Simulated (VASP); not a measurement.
Write the native input for VASP 6.6.1 that does the following.

```yaml
Task: single point
Functional: LDA
Potentials_or_basis: VASP PAW LDA potentials, release 64 (Ba_sv, Hg)
Cutoff: 520 eV
k_mesh: 6 × 6 × 6
Occupations: fermi-dirac, width 0.1 eV
Spin: no spin polarisation
Dipole_correction: no
Further_INCAR_settings: ALGO = Normal; EDIFF = 1e-07; NBANDS = 18
```

The structure of BaHg lies in POSCAR:

```
BaHg
1.0
    4.1787600000      0.0000000000      0.0000000000
    0.0000000000      4.1787600000      0.0000000000
    0.0000000000      0.0000000000      4.1787600000
Ba Hg
1 1
Direct
    0.0000000000      0.0000000000      0.0000000000
    0.5000000000      0.5000000000      0.5000000000
```

These files were run (other wordings do the same):

INCAR

```
SYSTEM = BaHg
  ALGO = Normal
  EDIFF = 1E-7
  ENCUT = 520
  GGA = CA
  ISIF = 2
  ISMEAR = -1
  LASPH = .True.
  LCHARG = .False.
  LREAL = .False.
  LWAVE = .False.
  NBANDS = 18
  NELM = 80
  PREC = Accurate
  SIGMA = 0.1
```

KPOINTS

```
k-points
0
Gamma
  6 6 6
  0 0 0
```

Potentials or basis: VASP PAW LDA potentials, release 64 (Ba_sv, Hg).

Launch:

```bash
$ cat potpaw_LDA.64/Ba_sv/POTCAR potpaw_LDA.64/Hg/POTCAR > POTCAR
$ mpirun -np 1 vasp_std > vasp.out
```

Results of the run:

| Property | Result |
| --- | --- |
| Pressure | -2.4 GPa |
| Band gap on the k mesh | zero (band 11 reaches 3.21 eV, above the bottom of band 12 at 1.16 eV) |

Caveat: spin-orbit coupling is left out, which moves the levels of the heavy elements.

Wall time 7.8 s on 1 thread of Intel(R) Xeon(R) 6975P-C (Granite Rapids), with other jobs on the host, peak memory 0.16 GiB.
